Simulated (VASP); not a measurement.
Input of a VASP 6.6.1 run:

The input INCAR:

```
SYSTEM = TaN
PREC = Accurate
ENCUT = 520
EDIFF = 1E-6
ISMEAR = -1
SIGMA = 0.02
LREAL = .False.
LASPH = .True.
NELM = 100
ALGO = Normal
ISIF = 2
LWAVE = .False.
LCHARG = .True.
LELF = .True.
LVHAR = .True.
NBANDS = 15
```

File KPOINTS:

```
Automatic mesh
0
Gamma
  12 12 10
  0 0 0
```

File POSCAR:

```
TaN
1.0
    2.9673788470      0.0000000000      0.0000000000
   -1.4836894235      2.5698254642      0.0000000000
    0.0000000000      0.0000000000      2.8830000000
Ta N
1 1
Direct
    0.3333333333      0.6666666667      0.5000000000
    0.0000000000      0.0000000000      0.0000000000
```

Potentials or basis: VASP PAW LDA potentials, release 64 (Ta_pv, N).

Launch:

```console
$ cat potpaw_LDA.64/Ta_pv/POTCAR potpaw_LDA.64/N/POTCAR > POTCAR
$ mpirun -np 1 vasp_std > vasp.out
```

Q: Estimate the pressure.

A: -16.0 GPa.

Q: Estimate the band gap on the k mesh.

A: Zero (band 8 reaches 8.25 eV, above the bottom of band 9 at 7.80 eV).

Stress tensor (GPa, compression positive):
```
-17.29   0.00   0.00
  0.00 -17.29   0.00
  0.00   0.00 -13.34
```

Caveat: the cell differs from its parent crystal (equal xx and yy strain of +1 %); spin-orbit coupling is left out, which moves the levels of the heavy elements.
